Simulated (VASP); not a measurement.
Set up this calculation in VASP 6.6.1, as the native input.

```
Task                   : single point
Functional             : r2SCAN
Potentials or basis    : VASP PAW PBE potentials, release 64 (Ta_pv, Si)
Cutoff                 : 520 eV
k mesh                 : 12 × 12 × 6
Occupations            : gaussian, width 0.1 eV
Spin                   : no spin polarisation
Dipole correction      : no
Further INCAR settings : ALGO = Normal; EDIFF = 1e-07; NBANDS = 38
```

TaSi2:

```
Ta Si
1.0
     4.58877    0.00000    0.00000
    -2.29438    3.97399    0.00000
     0.00000    0.00000    6.68567
Ta Si
3 6
Cartesian
  2.2944 0.0000 0.0000
  1.1472 1.9870 4.4571
  -1.1472 1.9870 2.2286
  0.0000 1.2753 0.0000
  3.4843 0.6377 4.4571
  1.1899 3.3363 2.2286
  2.2944 2.6986 0.0000
  -1.1899 3.3363 4.4571
  1.1045 0.6377 2.2286
```

This cell differs from its parent crystal: biaxial strain in the a-b plane: -4.0 %, then relaxed in part.

The input as run:

POSCAR

```
TaSi2
1.0
    4.5887688362      0.0000000000      0.0000000000
   -2.2943844181      3.9739903842      0.0000000000
    0.0000000000      0.0000000000      6.6856724602
Ta Si
3 6
Direct
    0.5000000000      0.0000000000      0.0000000000
    0.5000000000      0.5000000000      0.6666666667
    0.0000000000      0.5000000000      0.3333333333
    0.1604609507      0.3209219013      0.0000000000
    0.8395390493      0.1604609507      0.6666666667
    0.6790780987      0.8395390493      0.3333333333
    0.8395390493      0.6790780987      0.0000000000
    0.1604609507      0.8395390493      0.6666666667
    0.3209219013      0.1604609507      0.3333333333
```

INCAR.step1

```
SYSTEM = TaSi2
ALGO = Normal ; EDIFF = 1E-4
ENCUT = 520 ; GGA = PE
ISMEAR = 0 ; LASPH = .True.
LCHARG = .False. ; LREAL = .False.
LWAVE = .True. ; NBANDS = 38
NELM = 80 ; PREC = Accurate
SIGMA = 0.1
```

INCAR.step2

```
SYSTEM = TaSi2
ALGO = Normal ; EDIFF = 1E-7
ENCUT = 520 ; ISIF = 2
ISMEAR = 0 ; ISTART = 1
LASPH = .True. ; LCHARG = .True.
LELF = .True. ; LMIXTAU = .True.
LREAL = .False. ; LVHAR = .True.
LWAVE = .False. ; METAGGA = R2SCAN
NBANDS = 38 ; NELM = 80
PREC = Accurate ; SIGMA = 0.1
```

KPOINTS

```
k-points
0
Gamma
  12 12 6
  0 0 0
```

Potentials or basis: VASP PAW PBE potentials, release 64 (Ta_pv, Si).

The run is started by

```console
$ cat potpaw_PBE.64/Ta_pv/POTCAR potpaw_PBE.64/Si/POTCAR > POTCAR
$ cp INCAR.step1 INCAR
$ mpirun -np 1 vasp_std > vasp.out
$ cp INCAR.step2 INCAR
$ mpirun -np 1 vasp_std > vasp.out
```

It gave:

The pressure is 13.4 GPa and the largest force is 0.009 eV/Å. The band gap on the k mesh is zero (an odd number of electrons rules out a gap without spin polarisation).

Caveat: the cell differs from its parent crystal (biaxial strain in the a-b plane: -4.0 %, then relaxed in part); the stress differs along the axes, from 0 to 20 GPa; the PAW data sets were made with another functional, which shifts forces and pressure a little; spin-orbit coupling is left out, which moves the levels of the heavy elements.

Wall time 12 min on 1 thread of Intel(R) Xeon(R) 6975P-C (Granite Rapids) (shared host), peak memory 0.44 GiB.
